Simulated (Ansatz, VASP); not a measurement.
**BeS: VASP beside Ansatz**

File INCAR:

```
PREC = Accurate ; ENCUT = 520
EDIFF = 1E-8 ; ISMEAR = -1
SIGMA = 0.02 ; LREAL = F
LASPH = T ; NELM = 80
ALGO = Normal ; ISIF = 2
LWAVE = F ; LCHARG = F
GGA = PE ; LEFG = T
NBANDS = 11
```

Contents of KPOINTS:

```
Automatic mesh
0
Gamma
  9 9 9
```

POSCAR

```
BeS
1.0
    0.0000000000      2.4410600707      2.4410600707
    2.4410600707      0.0000000000      2.4410600707
    2.4410600707      2.4410600707      0.0000000000
Be S
1 1
Direct
    0.0000000000      0.0000000000      0.0000000000
    0.7500000000      0.7500000000      0.7500000000
```

Input for Ansatz:

```yaml
crystal:
  lattice:
    - [0.0, 2.4410600707, 2.4410600707]
    - [2.4410600707, 0.0, 2.4410600707]
    - [2.4410600707, 2.4410600707, 0.0]
  atoms:
    - { symbol: Be, position: [0.0, 0.0, 0.0] }
    - { symbol: S, position: [0.75, 0.75, 0.75] }
kpoints:
  mp_grid: { grid: [9, 9, 9] }
scf:
  occupations: { method: fermi_dirac, width: 0.02 }
hamiltonian:
  xc: pbe
  pseudopotentials: { kind: paw }
output:
  forces: true
  stress: true
  eigenvalues: true
  efg: { contact_densities: true }
```

Change from the starting cell: volume scaled by 1.02, PAW files.

Alike in both runs: task electric field gradients; functional PBE; k mesh 9 × 9 × 9; occupations fermi-dirac, width 0.02 eV; no spin polarisation.

|  | VASP | Ansatz |
| --- | --- | --- |
| version | VASP 6.6.1 | Ansatz 0.2.0 |
| potentials or method | VASP PAW PBE potentials, release 64 (Be, S) | PAW with Ansatz's default frozen-core files, scalar-relativistic |
| plane-wave cutoff (eV) | 520 | 420 |
| valence electrons in the cell | 8 | 8 |

```csv
,VASP,Ansatz,Ansatz less VASP
gap on the k mesh at the Fermi level (eV),3.25,3.24,-0.001
pressure (GPa),-0.3,-0.3,-0.01
```
